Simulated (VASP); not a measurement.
# AlCo (zincblende type) (F-43m) in VASP: further runs

AlCo (zincblende type) is run at these levels: PBE; tasks: single point.

All numbers are computed with VASP 6.6.1; they aren't measurements. Logs are shortened: lines on timing, memory, paths and dates and some standing lists are left out, and cuts for length are marked.

## (1) The cell of the first run

It takes space group F-43m (No. 216, cubic). The conventional cell has a = 5.125 Å, b = 5.125 Å, c = 5.125 Å, α = 90.00°, β = 90.00°, γ = 90.00°. Co (site symmetry -43m) has 4 Al at 2.22 Å within 2.9 Å. Al (site symmetry -43m) has 4 Co at 2.22 Å within 2.9 Å.

## (2) Single point, PBE

INCAR reads:

```
SYSTEM = AlCo
PREC     = Accurate       ! precision mode
ENCUT    = 520            ! plane-wave cutoff, eV
EDIFF    = 1E-6           ! SCF threshold, eV
ISMEAR   = -1             ! smearing method
SIGMA    = 0.1            ! smearing width, eV
LREAL    = .FALSE.        ! projectors in reciprocal space
LASPH    = .TRUE.         ! aspherical terms in the spheres
NELM     = 80             ! most SCF steps
ALGO     = Normal         ! electronic algorithm
ISIF     = 2              ! what is computed and relaxed
LWAVE    = .FALSE.        ! write WAVECAR
LCHARG   = .FALSE.        ! write CHGCAR
GGA      = PE             ! functional
NBANDS   = 13             ! bands
```

KPOINTS reads:

```
regular mesh
0
G
  12 12 12
  0 0 0
```

POSCAR reads:

```
AlCo
1.0
    0.0000000000      2.5626045544      2.5626045544
    2.5626045544      0.0000000000      2.5626045544
    2.5626045544      2.5626045544      0.0000000000
Co Al
1 1
Direct
    0.0000000000      0.0000000000      0.0000000000
    0.2500000000      0.2500000000      0.2500000000
```

Potentials or basis: VASP PAW PBE potentials, release 64 (Co, Al).

Started as:

```console
$ cat potpaw_PBE.64/Co/POTCAR potpaw_PBE.64/Al/POTCAR > POTCAR
$ mpirun -np 1 vasp_std > vasp.out
```

OUTCAR:

```text
SYSTEM = AlCo
   PREC = Accurate
   ENCUT = 520
   EDIFF = 1E-6
   ISMEAR = -1
   LREAL = .FALSE.
   LASPH = .TRUE.
   NELM = 80
   ISIF = 2
   GGA = PE

 ion  position               nearest neighbor table
   1  0.000  0.000  0.000-   2 2.22   2 2.22   2 2.22   2 2.22
   2  0.250  0.250  0.250-   1 2.22   1 2.22   1 2.22   1 2.22

  LATTYP: Found a face centered cubic cell.
 ALAT       =     5.1252091088

  Lattice vectors:

 A1 = (   0.0000000000,   2.5626045544,   2.5626045544)
 A2 = (   2.5626045544,   0.0000000000,   2.5626045544)
 A3 = (   2.5626045544,   2.5626045544,   0.0000000000)

Analysis of symmetry for initial positions (statically):
=====================================================================
 Subroutine PRICEL returns:
 Original cell was already a primitive cell.

 Routine SETGRP: Setting up the symmetry group for a
 face centered cubic supercell.

 Subroutine GETGRP returns: Found 24 space group operations
 (whereof 24 operations were pure point group operations)
 out of a pool of 48 trial point group operations.

The static configuration has the point symmetry T_d .

Analysis of symmetry for dynamics (positions and initial velocities):
=====================================================================
 Subroutine PRICEL returns:
 Original cell was already a primitive cell.

 Routine SETGRP: Setting up the symmetry group for a
 face centered cubic supercell.

 Subroutine GETGRP returns: Found 24 space group operations
 (whereof 24 operations were pure point group operations)
 out of a pool of 48 trial point group operations.

The dynamic configuration has the point symmetry T_d .

 Subroutine INISYM returns: Found 24 space group operations
 (whereof 24 operations are pure point group operations),
 and found     1 'primitive' translations

----------------------------------------------------------------------------------------

                                     Primitive cell

  volume of cell :      33.6570

  direct lattice vectors                    reciprocal lattice vectors
     0.000000000  2.562604554  2.562604554    -0.195113990  0.195113990  0.195113990
     2.562604554  0.000000000  2.562604554     0.195113990 -0.195113990  0.195113990
     2.562604554  2.562604554  0.000000000     0.195113990  0.195113990 -0.195113990

  length of vectors
     3.624070116  3.624070116  3.624070116     0.337947344  0.337947344  0.337947344

  position of ions in fractional coordinates (direct lattice)
     0.000000000  0.000000000  0.000000000
     0.250000000  0.250000000  0.250000000

  ion indices of the primitive-cell ions
   primitive index   ion index
                 1           1
                 2           2

----------------------------------------------------------------------------------------

 KPOINTS: regular mesh

Automatic generation of k-mesh.
 Grid dimensions read from file:
 generate k-points for:   12   12   12

 Generating k-lattice:

  Cartesian coordinates                     Fractional coordinates (reciprocal lattice)
    -0.016259499  0.016259499  0.016259499     0.083333333  0.000000000  0.000000000
     0.016259499 -0.016259499  0.016259499     0.000000000  0.083333333  0.000000000
     0.016259499  0.016259499 -0.016259499     0.000000000  0.000000000  0.083333333

  Length of vectors
     0.028162279  0.028162279  0.028162279

  Shift w.r.t. Gamma in fractional coordinates (k-lattice)
     0.000000000  0.000000000  0.000000000

 Subroutine IBZKPT returns following result:
 ===========================================

 Found     72 irreducible k-points:

 Following reciprocal coordinates:
            Coordinates               Weight
  0.000000  0.000000  0.000000      1.000000
  0.083333  0.000000  0.000000      8.000000
  0.166667  0.000000  0.000000      8.000000
  0.250000  0.000000  0.000000      8.000000
  0.333333  0.000000  0.000000      8.000000
  0.416667  0.000000  0.000000      8.000000
[... 16 lines left out ...]
  0.500000  0.166667  0.000000     24.000000
 -0.416667  0.166667  0.000000     24.000000
 [... further k-points ...]
   k-points           NKPTS =     72   k-points in BZ     NKDIM =     72   number of bands    NBANDS=     13
   number of dos      NEDOS =    301   number of ions     NIONS =      2
   total plane-waves  NPLWV =  21952
   dimension x,y,z NGX =    28 NGY =   28 NGZ =   28
   dimension x,y,z NGXF=    56 NGYF=   56 NGZF=   56
   ions per type =               1   1
   NGX,Y,Z   is equivalent  to a cutoff of  12.84, 12.84, 12.84 a.u.
   NGXF,Y,Z  is equivalent  to a cutoff of  25.69, 25.69, 25.69 a.u.
 SYSTEM =  AlCo
   PREC   = accura    normal or accurate (medium, high low for compatibility)
   ISTART =      0    job   : 0-new  1-cont  2-samecut
   ICHARG =      2    charge: 1-file 2-atom 10-const
   ISPIN  =      1    spin polarized calculation?
   LNONCOLLINEAR =      F non collinear calculations
   LSORBIT =      F    spin-orbit coupling
   LASPH  =      T    aspherical Exc in radial PAW
   ENCUT  =  520.0 eV  38.22 Ry    6.18 a.u.   6.74  6.74  6.74*2*pi/ulx,y,z
   NELM   =     80;   NELMIN=  2; NELMDL= -5     # of ELM steps
   EDIFF  = 0.1E-05   stopping-criterion for ELM
   LREAL  =      F    real-space projection
   EDIFFG = 0.1E-04   stopping-criterion for IOM
   NSW    =      0    number of steps for IOM
   IBRION =     -1    ionic relax: 0-MD 1-quasi-New 2-CG
   NFREE  =      0    steps in history (QN), initial steepest desc. (CG)
   ISIF   =      2    stress and relaxation
   ISYM   =      2    0-nonsym 1-usesym 2-fastsym
   POTIM  = 0.5000    time-step for ionic-motion
   TEBEG  =    0.0;   TEEND  =   0.0 temperature during run
   PSTRESS=    0.0 pullay stress
   NELECT =      12.0000    total number of electrons
   NUPDOWN=      -1.0000    fix difference up-down
   EMIN   =  10.00;   EMAX   =-10.00  energy-range for DOS
   EFERMI =   0.00;   METHOD = LEGACY
   ISMEAR =    -1;   SIGMA  =   0.10  broadening in eV -4-tet -1-fermi 0-gaus
   EFERMI_NEDOS =   21; number of points for ismear=-14 and -15
   IALGO  =     38    algorithm
   IMIX   =      4    mixing-type and parameters
     AMIX     =   0.40;   BMIX     =  1.00
     AMIX_MAG =   1.60;   BMIX_MAG =  1.00
  volume/ion in A,a.u.               =      16.83       113.56
  Fermi-wavevector in a.u.,A,eV,Ry     =   1.160852  2.193693 18.334914  1.347578
  Thomas-Fermi vector in A             =   2.297431
   LORBIT       =      0    0 simple, 1 ext, 2 COOP (PROOUT), +10 PAW based schemes
   GGA     = PE    functional components
   LHFCALC =     F    Hartree Fock is set to
   AEXX    =    0.0000 exact exchange contribution
   IVDW    =     0    specifies the selected vdW correction
   LEPSILON=     F    determine dielectric tensor
   LRPA    =     F    only Hartree local field effects (RPA)
 non-spin polarized calculation
  energy-cutoff  :      520.00
  volume of cell :       33.66
 maximum number of plane-waves:       934
   NGX = 13   NGY = 13   NGZ = 13

 number of electron      11.9999993 magnetization

 Free energy of the ion-electron system (eV)
  ---------------------------------------------------
  ext. energy  EPLUGINS =         0.00000000
  ---------------------------------------------------
  free energy    TOTEN  =        -8.80411159 eV

  energy without entropy =       -8.74483904  energy(sigma->0) =       -8.77447531

 E-fermi :   5.4743     XC(G=0): -10.2629

 val. band max:        5.4722650159   @ k =   0.5000   0.0833   0.0000
 cond. band min:       5.5142680630   @ k =  -0.3333   0.5000   0.1667
 fundamental gap:      0.0420030471
 Fermi energy:         5.4742659486

 k-point     1 :       0.0000    0.0000    0.0000
  band No.  band energies     occupation
      1      -2.4604      2.00000
      2       4.1075      2.00000
      3       4.1075      2.00000
      4       4.1075      2.00000
      5       4.9199      1.99221
      6       4.9199      1.99221
      7      13.6410      0.00000
      8      13.6410      0.00000
      9      13.6410      0.00000
     10      14.5956      0.00000
     11      14.5956      0.00000
     12      14.5956      0.00000
     13      17.5030      0.00000

 k-point     2 :       0.0833    0.0000    0.0000
  band No.  band energies     occupation
      1      -2.3429      2.00000
      2       4.0709      2.00000
      3       4.1305      2.00000
      4       4.1305      2.00000
      5       4.9106      1.99290
      6       4.9106      1.99290
      7      12.1740      0.00000
      8      13.2491      0.00000
      9      13.2491      0.00000
     10      15.0447      0.00000
     11      15.0447      0.00000
     12      15.2835      0.00000
     13      17.8716      0.00000

 k-point     3 :       0.1667    0.0000    0.0000
  band No.  band energies     occupation
      1      -1.9942      2.00000
      2       3.9618      2.00000
      3       4.1859      1.99999
      4       4.1859      1.99999
      5       4.8968      1.99381
      6       4.8968      1.99381
      7      10.1808      0.00000
      8      12.6744      0.00000
      9      12.6744      0.00000
     10      15.4452      0.00000
     11      15.6224      0.00000
     12      15.6224      0.00000
     13      18.1973      0.00000

 k-point     4 :       0.2500    0.0000    0.0000
  band No.  band energies     occupation
      1      -1.4277      2.00000
      2       3.7717      2.00000
      3       4.2364      1.99999
      4       4.2364      1.99999
      5       4.9140      1.99265
      6       4.9140      1.99265
      7       8.3051      0.00000
      8      12.1566      0.00000
      9      12.1566      0.00000
     10      15.2924      0.00000
     11      15.6518      0.00000
     12      15.6518      0.00000
     13      18.0356      0.00000

 k-point     5 :       0.3333    0.0000    0.0000
  band No.  band energies     occupation
      1      -0.6757      2.00000
      2       3.4494      2.00000
      3       4.2508      1.99999
      4       4.2508      1.99999
      5       4.9818      1.98558
      6       4.9818      1.98558
      7       6.7525      0.00001
      8      11.7326      0.00000
      9      11.7326      0.00000
     10      15.0707      0.00000
     11      15.3036      0.00000
     12      15.3036      0.00000
     13      17.7925      0.00000
[... 257 lines left out ...]
 k-point    22 :       0.4167    0.1667    0.0000
  band No.  band energies     occupation
      1      -0.0135      2.00000
      2       3.3519      2.00000
      3       4.1709      2.00000
      4       4.3840      1.99996
      5       4.9279      1.99156
      6       5.1265      1.94011
      7       6.4486      0.00012
      8      10.0709      0.00000
      9      10.1471      0.00000
     10      13.3141      0.00000
     11      16.6603      0.00000
     12      17.0797      0.00000
     13      18.0676      0.00000

 k-point    23 :       0.5000    0.1667    0.0000
  band No.  band energies     occupation
      1       0.7729      2.00000
      2       2.9063      2.00000
      3       4.1068      2.00000
      4       4.3836      1.99996
      5       5.1041      1.95183
      6       5.1148      1.94651
      7       5.5857      0.49410
      8       9.5257      0.00000
      9      10.1919      0.00000
     10      13.3546      0.00000
     11      16.5858      0.00000
     12      17.2120      0.00000
     13      18.9565      0.00000

 k-point    24 :      -0.4167    0.1667    0.0000
  band No.  band energies     occupation
      1       0.9447      2.00000
      2       2.7998      2.00000
      3       4.0638      2.00000
      4       4.3863      1.99996
      5       5.0291      1.97695
      6       5.1254      1.94074
      7       5.5676      0.56454
      8       9.1033      0.00000
      9      10.5829      0.00000
     10      13.5585      0.00000
     11      16.2436      0.00000
     12      17.2531      0.00000
     13      19.8966      0.00000

 [... further k-points ...]

------------------------ aborting loop because EDIFF is reached ----------------------------------------

  FORCE on cell =-STRESS in cart. coord.  units (eV):
  Direction    XX          YY          ZZ          XY          YZ          ZX
  --------------------------------------------------------------------------------------
  -------------------------------------------------------------------------------------
  Total        2.0901834      2.0901834      2.0901834      0.0000000      0.0000000     -0.0000000
  in kB       99.4993393     99.4993393     99.4993393      0.0000000      0.0000000     -0.0000000
  external PRESSURE =      99.4993393 kB  Pullay stress =       0.0000000 kB

 VOLUME and BASIS-vectors are now :
 -----------------------------------------------------------------------------
  energy-cutoff  :      520.00
  volume of cell :       33.66
      direct lattice vectors                 reciprocal lattice vectors
     0.000000000  2.562604554  2.562604554    -0.195113990  0.195113990  0.195113990
     2.562604554  0.000000000  2.562604554     0.195113990 -0.195113990  0.195113990
     2.562604554  2.562604554  0.000000000     0.195113990  0.195113990 -0.195113990

 POSITION                                       TOTAL-FORCE (eV/Angst)
 -----------------------------------------------------------------------------------
      0.00000      0.00000      0.00000         0.000000      0.000000      0.000000
      1.28130      1.28130      1.28130        -0.000000     -0.000000     -0.000000
 -----------------------------------------------------------------------------------
    total drift:                                0.000001      0.000001      0.000001

  FREE ENERGIE OF THE ION-ELECTRON SYSTEM (eV)
  ---------------------------------------------------
  free  energy   TOTEN  =        -8.8041115867 eV

  energy  without entropy=       -8.7448390420  energy(sigma->0) =       -8.77447531
```

Wall time 36 s (1 thread of Intel Xeon Platinum 8259CL at 2.50GHz (Skylake/Cascade Lake), shared host); peak memory 0.17 GiB.

Results:

* Free energy: -8.8041 eV
* Pressure: 9.9 GPa
* Band gap on the k mesh: zero (band 6 reaches 5.53 eV, above the bottom of band 7 at 5.44 eV)

## (3) Single point, PBE

INCAR reads:

```
SYSTEM = AlCo
PREC = Accurate
ENCUT = 520
EDIFF = 1E-6
ISMEAR = -1
SIGMA = 0.1
LREAL = .False.
LASPH = .True.
NELM = 100
ALGO = Normal
ISIF = 2
LWAVE = .False.
LCHARG = .False.
GGA = PE
NBANDS = 13
```

KPOINTS reads:

```
Automatic mesh
0
Gamma
  12 12 12
  0 0 0
```

POSCAR reads:

```
AlCo
1.0
    0.0000000000      2.5623889015      2.5623889015
    2.5623889015      0.0000000000      2.5623889015
    2.5623889015      2.5623889015      0.0000000000
Co Al
1 1
Direct
    0.0000000000      0.0000000000      0.0000000000
    0.2500000000      0.2500000000      0.2500000000
```

Potentials or basis: VASP PAW PBE potentials, release 64 (Co, Al).

Started as:

```console
$ cat potpaw_PBE.64/Co/POTCAR potpaw_PBE.64/Al/POTCAR > POTCAR
$ mpirun -np 1 vasp_std > vasp.out
```

Wall time 34 s (1 thread of Intel Xeon Platinum 8259CL at 2.50GHz (Skylake/Cascade Lake), shared host); peak memory 0.18 GiB.

It converged, with:

- Free energy: -8.8036 eV
- Pressure: 10.0 GPa
- Band gap on the k mesh: zero (band 6 reaches 5.53 eV, above the bottom of band 7 at 5.44 eV)

Levels at points of the mesh, in eV from the Fermi level:
| k point | band 2 | band 3 | band 4 | band 5 | band 6 | band 7 | band 8 | band 9 | band 10 | band 11 |
| --- | --- | --- | --- | --- | --- | --- | --- | --- | --- | --- |
| (0.00, 0.00, 0.00) | -1.37 | -1.37 | -1.37 | -0.55 | -0.55 | 8.17 | 8.17 | 8.17 | 9.12 | 9.12 |
| (0.50, 0.00, 0.00) | -2.99 | -1.24 | -1.24 | -0.38 | -0.38 | -0.03 | 5.87 | 5.87 | 9.35 | 9.44 |
| (0.50, 0.50, 0.00) | -3.07 | -1.03 | -0.53 | -0.53 | -0.21 | 0.37 | 2.54 | 2.54 | 6.40 | 7.38 |
